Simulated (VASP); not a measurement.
# MnO (P6_3mc) in VASP: a series of runs

MnO is run at these levels: PBE, PBEsol, PBE+D3(BJ); tasks: single point.

Program: VASP 6.6.1. These are calculated values, not measurements. Logs are shortened: lines on timing, memory, paths and dates and some standing lists are left out, and cuts for length are marked.

**1. The cell of the first run**

It takes space group P6_3mc (No. 186, hexagonal). Conventional cell: a = 3.372 Å, b = 3.372 Å, c = 5.386 Å, α = 90.00°, β = 90.00°, γ = 120.00°. Mn (site symmetry 3m) has 4 O at 1.96 to 2.08 Å within 2.6 Å. O (site symmetry 3m) has 4 Mn at 1.96 to 2.08 Å within 2.6 Å.

**2. Single point, PBE**

Input file INCAR:

```
SYSTEM = MnO
  PREC = Accurate
  ENCUT = 520
  EDIFF = 1E-7
  ISMEAR = 0
  SIGMA = 0.1
  LREAL = .False.
  LASPH = .True.
  NELM = 80
  ALGO = Normal
  ISIF = 2
  LWAVE = .False.
  LCHARG = .False.
  GGA = PE
  NBANDS = 27
```

Input file KPOINTS:

```
regular mesh
0
Gamma
  6 6 4
  0 0 0
```

Input file POSCAR:

```
MnO
1.0
    3.3717009293      0.0000000000      0.0000000000
   -1.6858504646      2.9199786587      0.0000000000
    0.0000000000      0.0000000000      5.3855000000
Mn O
2 2
Direct
    0.3333333333      0.6666666667      0.0109600000
    0.6666666667      0.3333333333      0.5109600000
    0.3333333333      0.6666666667      0.3754700000
    0.6666666667      0.3333333333      0.8754700000
```

Potentials or basis: VASP PAW PBE potentials, release 64 (Mn_pv, O).

Command:

```bash
$ cat potpaw_PBE.64/Mn_pv/POTCAR potpaw_PBE.64/O/POTCAR > POTCAR
$ mpirun -np 1 vasp_std > vasp.out
```

OUTCAR:

```text
SYSTEM = MnO
   PREC = Accurate
   ENCUT = 520
   EDIFF = 1E-7
   ISMEAR = 0
   LREAL = .False.
   LASPH = .True.
   NELM = 80
   ISIF = 2
   GGA = PE

 ion  position               nearest neighbor table
   1  0.333  0.667  0.011-   3 1.96   4 2.08   4 2.08   4 2.08
   2  0.667  0.333  0.511-   4 1.96   3 2.08   3 2.08   3 2.08
   3  0.333  0.667  0.375-   1 1.96   2 2.08   2 2.08   2 2.08
   4  0.667  0.333  0.875-   2 1.96   1 2.08   1 2.08   1 2.08

  LATTYP: Found a hexagonal cell.
 ALAT       =     3.3717009293
 C/A-ratio  =     1.5972650342

  Lattice vectors:

 A1 = (   3.3717009293,   0.0000000000,   0.0000000000)
 A2 = (  -1.6858504646,   2.9199786587,   0.0000000000)
 A3 = (   0.0000000000,   0.0000000000,   5.3855000000)

Analysis of symmetry for initial positions (statically):
=====================================================================
 Subroutine PRICEL returns:
 Original cell was already a primitive cell.

 Routine SETGRP: Setting up the symmetry group for a
 hexagonal supercell.

 Subroutine GETGRP returns: Found 12 space group operations
 (whereof  6 operations were pure point group operations)
 out of a pool of 24 trial point group operations.

The static configuration has the point symmetry C_3v.
 The point group associated with its full space group is C_6v.

Analysis of symmetry for dynamics (positions and initial velocities):
=====================================================================
 Subroutine PRICEL returns:
 Original cell was already a primitive cell.

 Routine SETGRP: Setting up the symmetry group for a
 hexagonal supercell.

 Subroutine GETGRP returns: Found 12 space group operations
 (whereof  6 operations were pure point group operations)
 out of a pool of 24 trial point group operations.

The dynamic configuration has the point symmetry C_3v.
 The point group associated with its full space group is C_6v.

 Subroutine INISYM returns: Found 12 space group operations
 (whereof  6 operations are pure point group operations),
 and found     1 'primitive' translations

----------------------------------------------------------------------------------------

                                     Primitive cell

  volume of cell :      53.0218

  direct lattice vectors                    reciprocal lattice vectors
     3.371700929  0.000000000  0.000000000     0.296586210  0.171234128  0.000000000
    -1.685850465  2.919978659  0.000000000     0.000000000  0.342468256  0.000000000
     0.000000000  0.000000000  5.385500000     0.000000000  0.000000000  0.185683781

  length of vectors
     3.371700929  3.371700929  5.385500000     0.342468256  0.342468256  0.185683781

  position of ions in fractional coordinates (direct lattice)
     0.333333333  0.666666667  0.010960000
     0.666666667  0.333333333  0.510960000
     0.333333333  0.666666667  0.375470000
     0.666666667  0.333333333  0.875470000

  ion indices of the primitive-cell ions
   primitive index   ion index
                 1           1
                 2           2
                 3           3
                 4           4

----------------------------------------------------------------------------------------

 KPOINTS: regular mesh

Automatic generation of k-mesh.
 Grid dimensions read from file:
 generate k-points for:    6    6    4

 Generating k-lattice:

  Cartesian coordinates                     Fractional coordinates (reciprocal lattice)
     0.049431035  0.028539021  0.000000000     0.166666667 -0.000000000  0.000000000
     0.000000000  0.057078043  0.000000000     0.000000000  0.166666667  0.000000000
     0.000000000  0.000000000  0.046420945     0.000000000  0.000000000  0.250000000

  Length of vectors
     0.057078043  0.057078043  0.046420945

  Shift w.r.t. Gamma in fractional coordinates (k-lattice)
     0.000000000  0.000000000  0.000000000

 Subroutine IBZKPT returns following result:
 ===========================================

 Found     21 irreducible k-points:

 Following reciprocal coordinates:
            Coordinates               Weight
  0.000000  0.000000  0.000000      1.000000
  0.166667 -0.000000  0.000000      6.000000
  0.333333  0.000000  0.000000      6.000000
  0.500000  0.000000  0.000000      3.000000
  0.166667  0.166667  0.000000      6.000000
  0.333333  0.166667  0.000000     12.000000
[... 13 lines left out ...]
  0.333333  0.166667  0.500000     12.000000
  0.333333  0.333333  0.500000      2.000000
   k-points           NKPTS =     21   k-points in BZ     NKDIM =     21   number of bands    NBANDS=     27
   number of dos      NEDOS =    301   number of ions     NIONS =      4
   total plane-waves  NPLWV =  31360
   dimension x,y,z NGX =    28 NGY =   28 NGZ =   40
   dimension x,y,z NGXF=    56 NGYF=   56 NGZF=   80
   ions per type =               2   2
   NGX,Y,Z   is equivalent  to a cutoff of  13.81, 13.81, 12.35 a.u.
   NGXF,Y,Z  is equivalent  to a cutoff of  27.61, 27.61, 24.70 a.u.
 SYSTEM =  MnO
   PREC   = accura    normal or accurate (medium, high low for compatibility)
   ISTART =      0    job   : 0-new  1-cont  2-samecut
   ICHARG =      2    charge: 1-file 2-atom 10-const
   ISPIN  =      1    spin polarized calculation?
   LNONCOLLINEAR =      F non collinear calculations
   LSORBIT =      F    spin-orbit coupling
   LASPH  =      T    aspherical Exc in radial PAW
   ENCUT  =  520.0 eV  38.22 Ry    6.18 a.u.   6.27  6.27 10.01*2*pi/ulx,y,z
   NELM   =     80;   NELMIN=  2; NELMDL= -5     # of ELM steps
   EDIFF  = 0.1E-06   stopping-criterion for ELM
   LREAL  =      F    real-space projection
   EDIFFG = 0.1E-05   stopping-criterion for IOM
   NSW    =      0    number of steps for IOM
   IBRION =     -1    ionic relax: 0-MD 1-quasi-New 2-CG
   NFREE  =      0    steps in history (QN), initial steepest desc. (CG)
   ISIF   =      2    stress and relaxation
   ISYM   =      2    0-nonsym 1-usesym 2-fastsym
   POTIM  = 0.5000    time-step for ionic-motion
   TEBEG  =    0.0;   TEEND  =   0.0 temperature during run
   PSTRESS=    0.0 pullay stress
   NELECT =      38.0000    total number of electrons
   NUPDOWN=      -1.0000    fix difference up-down
   EMIN   =  10.00;   EMAX   =-10.00  energy-range for DOS
   EFERMI =   0.00;   METHOD = LEGACY
   ISMEAR =     0;   SIGMA  =   0.10  broadening in eV -4-tet -1-fermi 0-gaus
   EFERMI_NEDOS =   21; number of points for ismear=-14 and -15
   IALGO  =     38    algorithm
   IMIX   =      4    mixing-type and parameters
     AMIX     =   0.40;   BMIX     =  1.00
     AMIX_MAG =   1.60;   BMIX_MAG =  1.00
  volume/ion in A,a.u.               =      13.26        89.45
  Fermi-wavevector in a.u.,A,eV,Ry     =   1.465045  2.768535 29.202978  2.146358
  Thomas-Fermi vector in A             =   2.580949
   LORBIT       =      0    0 simple, 1 ext, 2 COOP (PROOUT), +10 PAW based schemes
   GGA     = PE    functional components
   LHFCALC =     F    Hartree Fock is set to
   AEXX    =    0.0000 exact exchange contribution
   IVDW    =     0    specifies the selected vdW correction
   LEPSILON=     F    determine dielectric tensor
   LRPA    =     F    only Hartree local field effects (RPA)
 non-spin polarized calculation
 Gauss-broadening in eV      SIGMA  =   0.10
  energy-cutoff  :      520.00
  volume of cell :       53.02
 maximum number of plane-waves:      1448
 NGX is ok and might be reduce to    28
   NGX = 13   NGY = 13   NGZ = 21

 number of electron      37.9999997 magnetization

 Free energy of the ion-electron system (eV)
  ---------------------------------------------------
  ext. energy  EPLUGINS =         0.00000000
  ---------------------------------------------------
  free energy    TOTEN  =       -29.47279934 eV

  energy without entropy =      -29.43171738  energy(sigma->0) =      -29.45225836

 E-fermi :   5.1030     XC(G=0): -10.7775

 val. band max:        5.0929146613   @ k =   0.3333   0.1667   0.2500
 cond. band min:       5.1053674823   @ k =   0.3333   0.0000   0.0000
 fundamental gap:      0.0124528210
 Fermi energy:         5.1029809108

 k-point     1 :       0.0000    0.0000    0.0000
  band No.  band energies     occupation
      1     -43.0769      2.00000
      2     -43.0354      2.00000
      3     -42.8826      2.00000
      4     -42.8826      2.00000
      5     -42.8761      2.00000
      6     -42.8761      2.00000
[... 19 lines left out ...]
     26      10.0760      0.00000
     27      11.7344      0.00000

 k-point     2 :       0.1667   -0.0000    0.0000
  band No.  band energies     occupation
      1     -43.0738      2.00000
      2     -43.0371      2.00000
      3     -42.8888      2.00000
      4     -42.8846      2.00000
      5     -42.8826      2.00000
      6     -42.8772      2.00000
[... 19 lines left out ...]
     26      11.0008      0.00000
     27      11.9019      0.00000

 k-point     3 :       0.3333    0.0000    0.0000
  band No.  band energies     occupation
      1     -43.0659      2.00000
      2     -43.0419      2.00000
      3     -42.9012      2.00000
      4     -42.8957      2.00000
      5     -42.8883      2.00000
      6     -42.8796      2.00000
[... 19 lines left out ...]
     26      12.1864      0.00000
     27      12.6708      0.00000

 k-point     4 :       0.5000    0.0000    0.0000
  band No.  band energies     occupation
      1     -43.0601      2.00000
      2     -43.0463      2.00000
      3     -42.9074      2.00000
      4     -42.9022      2.00000
      5     -42.8901      2.00000
      6     -42.8807      2.00000
[... 19 lines left out ...]
     26      10.4762      0.00000
     27      12.3693      0.00000
[... 426 lines left out ...]
      4     -42.8936      2.00000
      5     -42.8843      2.00000
      6     -42.8843      2.00000
[... 19 lines left out ...]
     26       8.9769      0.00000
     27      14.2161      0.00000

 k-point    20 :       0.3333    0.1667    0.5000
  band No.  band energies     occupation
      1     -43.0541      2.00000
      2     -43.0541      2.00000
      3     -42.9009      2.00000
      4     -42.9009      2.00000
      5     -42.8885      2.00000
      6     -42.8885      2.00000
[... 19 lines left out ...]
     26      10.4782      0.00000
     27      12.8283      0.00000

 k-point    21 :       0.3333    0.3333    0.5000
  band No.  band energies     occupation
      1     -43.0538      2.00000
      2     -43.0538      2.00000
      3     -42.8985      2.00000
      4     -42.8985      2.00000
      5     -42.8948      2.00000
      6     -42.8948      2.00000
[... 19 lines left out ...]
     26      11.8142      0.00000
     27      12.4923      0.00000

------------------------ aborting loop because EDIFF is reached ----------------------------------------

  FORCE on cell =-STRESS in cart. coord.  units (eV):
  Direction    XX          YY          ZZ          XY          YZ          ZX
  --------------------------------------------------------------------------------------
  -------------------------------------------------------------------------------------
  Total      -10.3824999    -10.3824999     -7.9937694     -0.0000000      0.0000000      0.0000000
  in kB     -313.7312396   -313.7312396   -241.5502235     -0.0000000      0.0000000      0.0000000
  external PRESSURE =    -289.6709009 kB  Pullay stress =       0.0000000 kB

 VOLUME and BASIS-vectors are now :
 -----------------------------------------------------------------------------
  energy-cutoff  :      520.00
  volume of cell :       53.02
      direct lattice vectors                 reciprocal lattice vectors
     3.371700929  0.000000000  0.000000000     0.296586210  0.171234128  0.000000000
    -1.685850465  2.919978659  0.000000000     0.000000000  0.342468256  0.000000000
     0.000000000  0.000000000  5.385500000     0.000000000  0.000000000  0.185683781

 POSITION                                       TOTAL-FORCE (eV/Angst)
 -----------------------------------------------------------------------------------
     -0.00000      1.94665      0.05903        -0.000000      0.000000     -0.376248
      1.68585      0.97333      2.75178         0.000000     -0.000000     -0.376248
     -0.00000      1.94665      2.02209         0.000000     -0.000000      0.376248
      1.68585      0.97333      4.71484        -0.000000      0.000000      0.376248
 -----------------------------------------------------------------------------------
    total drift:                               -0.000000     -0.000000      0.000667

  FREE ENERGIE OF THE ION-ELECTRON SYSTEM (eV)
  ---------------------------------------------------
  free  energy   TOTEN  =       -29.4727993356 eV

  energy  without entropy=      -29.4317173830  energy(sigma->0) =      -29.45225836
```

It took 61 s on 1 thread of AMD EPYC 7R13, shared host; peak memory 0.18 GiB.

What came out:

```
Free energy            : -29.4728 eV
Pressure               : -29.0 GPa
Largest force          : 0.376 eV/Å
Band gap on the k mesh : zero (band 19 reaches 5.59 eV, above the bottom of band 20 at 4.91 eV)
```

Forces on the atoms (eV/Å):
```
Mn   0.000  0.000 -0.376
Mn   0.000  0.000 -0.376
O    0.000  0.000  0.376
O    0.000  0.000  0.376
```

Levels at points of the mesh, in eV from the Fermi level:
| k point | band 15 | band 16 | band 17 | band 18 | band 19 | band 20 | band 21 | band 22 | band 23 | band 24 |
| --- | --- | --- | --- | --- | --- | --- | --- | --- | --- | --- |
| (0.00, 0.00, 0.00) | -0.76 | -0.76 | -0.53 | -0.31 | -0.19 | -0.19 | 0.87 | 0.87 | 1.69 | 1.75 |
| (0.50, 0.00, 0.00) | -1.07 | -0.95 | -0.27 | -0.24 | -0.20 | -0.03 | 0.25 | 0.41 | 1.10 | 1.12 |
| (0.00, 0.00, 0.50) | -0.40 | -0.40 | -0.40 | -0.40 | 0.38 | 0.38 | 1.25 | 1.25 | 1.25 | 1.25 |
| (0.50, 0.00, 0.50) | -0.55 | -0.55 | -0.17 | -0.17 | -0.15 | -0.15 | 0.68 | 0.68 | 0.74 | 0.74 |

Caveat: the run has no spin polarisation, though such a crystal can be magnetic; semilocal functionals often make such compounds metallic where correlation or magnetic order opens a gap, which also shifts bond lengths. Spin polarisation is off, so any magnetic state and its effect on volume and gap are missing.

**3. Single point, PBEsol, collinear spin, ferromagnetic start**

Input file INCAR:

```
ALGO = Normal
EDIFF = 1E-6
ENCUT = 520
GGA = PS
ISIF = 2
ISMEAR = 0
ISPIN = 2
ISYM = 0
LASPH = T
LCHARG = T
LELF = T
LMAXMIX = 4
LORBIT = 11
LREAL = F
LVHAR = T
LWAVE = F
MAGMOM = 4.22 4.22 0.25 0.25
NBANDS = 31
NELM = 150
PREC = Accurate
SIGMA = 0.1
```

Input file KPOINTS:

```
k-points
0
Gamma
  3 1 3
```

POSCAR is that of step 2.

Potentials or basis: VASP PAW PBE potentials, release 64 (Mn_pv, O).

Command:

```bash
$ cat potpaw_PBE.64/Mn_pv/POTCAR potpaw_PBE.64/O/POTCAR > POTCAR
$ mpirun -np 1 vasp_std > vasp.out
```

Wall time 57 s (1 thread of AMD EPYC 7R13, shared host); peak memory 0.19 GiB.

The run converged. Its results:

```yaml
Free_energy: -33.1987 eV
Pressure: 0.3 GPa
Largest_force: 0.302 eV/Å
Net_moment: 9.57 μB per cell
Site_moments: Mn +4.21; O +0.23 μB
Valence_electrons_inside_the_program's_atomic_spheres: Mn 11.43; O 4.99
```

Forces on the atoms (eV/Å):
```
Mn  -0.081 -0.047 -0.287
Mn   0.081  0.047 -0.287
O   -0.014 -0.008  0.287
O    0.014  0.008  0.287
```

Stress tensor (GPa, compression positive):
```
-1.39 -0.89  0.00
-0.89 -0.36  0.00
 0.00  0.00  2.62
```

Levels at points of the mesh, in eV from the Fermi level:
Spin up:
| k point | band 22 | band 23 | band 24 | band 25 | band 26 | band 27 |
| --- | --- | --- | --- | --- | --- | --- |
| (0.00, 0.00, 0.00) | -0.93 | 0.10 | 0.14 | 0.15 | 3.76 | 5.66 |
Spin down:
| k point | band 11 | band 12 | band 13 | band 14 | band 15 | band 16 | band 17 | band 18 |
| --- | --- | --- | --- | --- | --- | --- | --- | --- |
| (0.00, 0.00, 0.00) | -4.89 | -4.75 | -4.67 | -4.53 | -0.17 | 0.89 | 0.90 | 0.93 |

Caveat: the k points lie up to 2.15 Å⁻¹ apart; the PAW data sets were made with another functional, which shifts forces and pressure a little; semilocal functionals often make such compounds metallic where correlation or magnetic order opens a gap, which also shifts bond lengths; only a ferromagnetic start was run, and an antiferromagnetic order may lie lower in energy. With open d or f shells a metallic result of PBEsol can be an artefact of self-interaction; +U or a hybrid may open a gap.

(Continued in part 2 of 2.)
